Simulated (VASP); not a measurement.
A run of VASP 6.6.1 is set up as follows.

INCAR

```
SYSTEM = Hg3Pt
PREC     = Accurate       ! precision mode
ENCUT    = 600            ! plane-wave cutoff, eV
EDIFF    = 1E-6           ! SCF threshold, eV
ISMEAR   = 1              ! smearing method
SIGMA    = 0.15           ! smearing width, eV
LREAL    = .False.        ! projectors in reciprocal space
LASPH    = .True.         ! aspherical terms in the spheres
NELM     = 100            ! most SCF steps
ALGO     = Normal         ! electronic algorithm
ISIF     = 3              ! what is computed and relaxed
LWAVE    = .False.        ! write WAVECAR
LCHARG   = .False.        ! write CHGCAR
GGA      = CA             ! functional
IBRION   = 2              ! ionic algorithm
NSW      = 80             ! ionic steps
EDIFFG   = -0.01          ! ionic threshold
PSTRESS  = 20.0
```

File KPOINTS:

```
regular mesh
0
Gamma
  5 5 5
  0 0 0
```

Contents of POSCAR:

```
Hg3Pt
1.0
    4.3442210000      0.0000000000      0.0000000000
    0.0000000000      4.3442210000      0.0000000000
    0.0000000000      0.0000000000      4.3442210000
Hg Pt
3 1
Direct
    0.0000000000      0.5000000000      0.5000000000
    0.5000000000      0.0000000000      0.5000000000
    0.5000000000      0.5000000000      0.0000000000
    0.0000000000      0.0000000000      0.0000000000
```

Potentials or basis: VASP PAW LDA potentials, release 64 (Hg, Pt).

Launch:

```sh
$ cat potpaw_LDA.64/Hg/POTCAR potpaw_LDA.64/Pt/POTCAR > POTCAR
$ mpirun -np 1 vasp_std > vasp.out
```

What does it give for the relaxed cell?

a = 4.183 Å, b = 4.183 Å, c = 4.183 Å, α = 90.00°, β = 90.00°, γ = 90.00°.

Estimate the space group after relaxing (to 0.1 Å).

Pm-3m (No. 221).

Final structure:
```
Hg Pt
1.0
     4.18280    0.00000    0.00000
     0.00000    4.18280    0.00000
     0.00000    0.00000    4.18280
Hg Pt
3 1
Direct
  0.00000 0.50000 0.50000
  0.50000 0.00000 0.50000
  0.50000 0.50000 0.00000
  0.00000 0.00000 0.00000
```

Caveat: the cell is relaxed towards a set pressure, so the run minimises the enthalpy, not the energy.
